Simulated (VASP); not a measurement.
# Al2O3 in VASP: a series of runs, part 2 of 2

VASP 6.6.1. The steps go on from the part before.

### Step 5. Single point, PBE

Contents of INCAR:

```
SYSTEM = Al2O3
  PREC = Accurate
  ENCUT = 520
  EDIFF = 1E-6
  ISMEAR = -1
  SIGMA = 0.05
  LREAL = Auto
  LASPH = .TRUE.
  NELM = 80
  ALGO = Normal
  ISIF = 2
  LWAVE = .FALSE.
  LCHARG = .FALSE.
  GGA = PE
  ISYM = 0
  NBANDS = 64
```

Contents of KPOINTS:

```
Automatic mesh
0
G
  1 1 1
  0 0 0
```

Contents of POSCAR:

```
Al2O3
1.0
    5.5891680000      0.0973700000     -0.0255760000
    0.0973700000      6.1231590000     -0.2251640000
   -0.0255760000     -0.2251640000      6.0877700000
Al O
8 12
Direct
    0.6630927317      0.8804085037      0.0643201961
    0.1244692529      0.0118349516      0.1873605985
    0.8916812991      0.4218049591      0.1344124257
    0.4116778839      0.9289462774      0.6672018380
    0.3242237600      0.4400907761      0.8117259598
    0.4480320513      0.5522531126      0.3334880240
    0.8345595290      0.2577960838      0.6272293618
    0.9451464518      0.7644141634      0.5213993985
    0.2462711404      0.6455640485      0.6120327171
    0.7595136298      0.4615036620      0.4300471817
    0.4732921691      0.8544295882      0.3533099484
    0.7336026899      0.8354622921      0.7341508720
    0.5062103326      0.2304600292      0.6914875459
    0.8269554405      0.1349370266      0.1168948848
    0.5518412220      0.5354317990      0.0382113412
    0.2187619629      0.3664827666      0.2432276156
    0.0156608269      0.3693162947      0.8578870876
    0.3261920278      0.9579793272      0.9594342665
    0.9618162234      0.7427633064      0.2253018706
    0.0481026254      0.0393876903      0.5094946035
```

Potentials or basis: VASP PAW PBE potentials, release 64 (Al, O).

Started as:

```console
$ cat potpaw_PBE.64/Al/POTCAR potpaw_PBE.64/O/POTCAR > POTCAR
$ mpirun -np 1 vasp_gam > vasp.out
```

OUTCAR:

```text
SYSTEM = Al2O3
   PREC = Accurate
   ENCUT = 520
   EDIFF = 1E-6
   ISMEAR = -1
   LREAL = Auto
   LASPH = .TRUE.
   NELM = 80
   ISIF = 2
   GGA = PE
   ISYM = 0

 ion  position               nearest neighbor table
   1  0.663  0.880  0.064-  14 1.84  18 2.04  12 2.05  11 2.08  19 2.11  15 2.22   2 2.81   4 2.82
                             6 2.98   3 3.10   2 3.17   8 3.30
   2  0.124  0.012  0.187-  18 1.80  14 1.86  19 1.94  20 2.01  16 2.25  11 2.39   1 2.81   3 2.83
                             8 2.84   1 3.17
   3  0.892  0.422  0.134-  14 1.80  17 1.83  10 1.95  16 1.97  19 2.05  15 2.09   2 2.83   6 2.84
[... 258 lines left out ...]
  Total      -25.7867086     -6.0401022     -7.9215848      2.4503560     -3.8116254     -6.8456890
  in kB     -198.6292258    -46.5255511    -61.0181886     18.8745418    -29.3600942    -52.7308047
  external PRESSURE =    -102.0576552 kB  Pullay stress =       0.0000000 kB

 VOLUME and BASIS-vectors are now :
 -----------------------------------------------------------------------------
  energy-cutoff  :      520.00
  volume of cell :      208.00
      direct lattice vectors                 reciprocal lattice vectors
     5.589168000  0.097370000 -0.025576000     0.178969634 -0.002822151  0.000647508
     0.097370000  6.123159000 -0.225164000    -0.002822151  0.163581319  0.006038409
    -0.025576000 -0.225164000  6.087770000     0.000647508  0.006038409  0.164489820

 POSITION                                       TOTAL-FORCE (eV/Angst)
 -----------------------------------------------------------------------------------
      3.79022      5.44096      0.17637        -1.319345     -0.217461      0.036072
      0.69204      0.04240      1.13476         0.857619      1.154842      0.828209
      5.02139      2.63934      0.70049         0.983731      0.384148      0.392424
      2.37432      5.57794      3.84208         0.432198      0.778398     -0.687068
      1.83423      2.54354      4.83422        -0.146408      0.309886      1.885151
      2.54937      3.35007      1.89439        -1.075742     -0.473753     -0.599838
[... 12 lines left out ...]
      5.44231      4.59098      1.17974        -0.964638      0.034988     -2.310059
      0.25966      0.13114      3.09159         0.311851      0.934910      0.416984
 -----------------------------------------------------------------------------------
    total drift:                                0.004395     -0.003610      0.004528

  FREE ENERGIE OF THE ION-ELECTRON SYSTEM (eV)
  ---------------------------------------------------
  free  energy   TOTEN  =      -144.8116185007 eV

  energy  without entropy=     -144.8116185007  energy(sigma->0) =     -144.81161850
```

It took 19 s on 1 thread of Intel Xeon 6975P-C (Granite Rapids), shared host; peak memory 0.27 GiB.

Results:

```
Free energy            : -144.8116 eV
Pressure               : -10.2 GPa
Largest force          : 2.504 eV/Å
Band gap on the k mesh : 3.14 eV
```

Forces on the atoms (eV/Å):
```
Al  -1.319 -0.217  0.036
Al   0.858  1.155  0.828
Al   0.984  0.384  0.392
Al   0.432  0.778 -0.687
Al  -0.146  0.310  1.885
Al  -1.076 -0.474 -0.600
Al  -0.372 -0.347  0.347
Al  -0.575 -1.221  0.677
O    0.636  0.118  0.374
O   -0.077  0.614  0.441
O    0.149  0.314 -0.231
O   -1.111  0.230  1.392
O    1.148 -0.938 -1.156
O   -0.016 -1.959  0.288
O    1.158  1.169 -0.149
O   -1.045 -1.170 -0.167
O    0.004  0.869 -1.759
O    1.024 -0.585 -0.019
O   -0.965  0.035 -2.310
O    0.312  0.935  0.417
```

Caveat: the k points lie up to 1.12 Å⁻¹ apart.

### Step 6. Single point, PBE

Contents of INCAR:

```
SYSTEM = Al2O3
PREC = Accurate
ENCUT = 520
EDIFF = 1E-7
ISMEAR = -1
SIGMA = 0.05
LREAL = Auto
LASPH = .True.
NELM = 100
ALGO = Normal
ISIF = 2
LWAVE = .False.
LCHARG = .False.
GGA = PE
ISYM = 0
NBANDS = 64
```

Contents of KPOINTS:

```
regular mesh
0
Gamma
  1 1 1
  0 0 0
```

Contents of POSCAR:

```
Al2O3
1.0
    5.5891680000      0.0973700000     -0.0255760000
    0.0973700000      6.1231590000     -0.2251640000
   -0.0255760000     -0.2251640000      6.0877700000
Al O
8 12
Direct
    0.6271237823      0.8691452710      0.0571571435
    0.1465040996      0.0323321443      0.2095404432
    0.9041251688      0.4323197296      0.1312337268
    0.3919849356      0.9493424377      0.6565581728
    0.3316922750      0.4351219256      0.8540690852
    0.4315448475      0.5438768983      0.3542362292
    0.8273206726      0.2505227155      0.6294817725
    0.9407419413      0.7291948373      0.5269180410
    0.2497930601      0.6365882492      0.6116271580
    0.7816476687      0.4670534065      0.4410043471
    0.4381212258      0.8693485765      0.3286911942
    0.7061388055      0.8566659398      0.7299412652
    0.4951903893      0.2506908060      0.6637488824
    0.8435164944      0.1156695739      0.1378301746
    0.5721699816      0.5429963757      0.0577771590
    0.2105612836      0.3482442701      0.2350615066
   -0.0065383754      0.4110741887      0.8412267354
    0.3380899159      0.9692180243      0.9539841346
    0.9643040197      0.7312858551      0.2004798617
    0.0556306474      0.0208761159      0.5378769827
```

Potentials or basis: VASP PAW PBE potentials, release 64 (Al, O).

Started as:

```console
$ cat potpaw_PBE.64/Al/POTCAR potpaw_PBE.64/O/POTCAR > POTCAR
$ mpirun -np 1 vasp_gam > vasp.out
```

Wall time 21 s (1 thread of Intel Xeon 6975P-C (Granite Rapids), shared host); peak memory 0.26 GiB.

It converged, with:

| Property | Result |
| --- | --- |
| Free energy | -145.2820 eV |
| Pressure | -13.8 GPa |
| Largest force | 1.979 eV/Å |
| Band gap on the k mesh | 3.26 eV |

Forces on the atoms (eV/Å):
```
Al   1.816  0.701  0.357
Al   0.042 -1.224 -0.145
Al  -0.691 -0.537  0.451
Al  -0.092 -0.001 -0.613
Al  -0.683  0.409 -0.390
Al  -0.058  0.342 -0.371
Al   0.313 -0.816  0.338
Al  -0.618  0.947 -0.027
O    1.228  0.108  0.302
O   -1.001  0.498 -0.139
O    0.232 -0.233  0.955
O   -0.032 -0.706 -0.029
O    0.384 -0.565  0.209
O   -0.891  0.876 -0.582
O   -1.020 -0.039 -0.506
O    0.815 -0.389 -0.421
O    0.796 -0.773 -0.035
O   -0.539  0.270  0.030
O   -0.391  0.005  0.774
O    0.389  1.128 -0.158
```

Stress tensor (GPa, compression positive):
```
-19.01   1.02  -3.83
  1.02 -11.22  -1.44
 -3.83  -1.44 -11.18
```

Levels at points of the mesh, in eV from the valence-band top:
```tsv
k point	band 44	band 45	band 46	band 47	band 48	band 49	band 50	band 51	band 52	band 53
(0.00, 0.00, 0.00)	-0.80	-0.56	-0.40	-0.29	0.00	3.26	6.32	6.77	7.38	7.68
```

Caveat: the k points lie up to 1.12 Å⁻¹ apart.
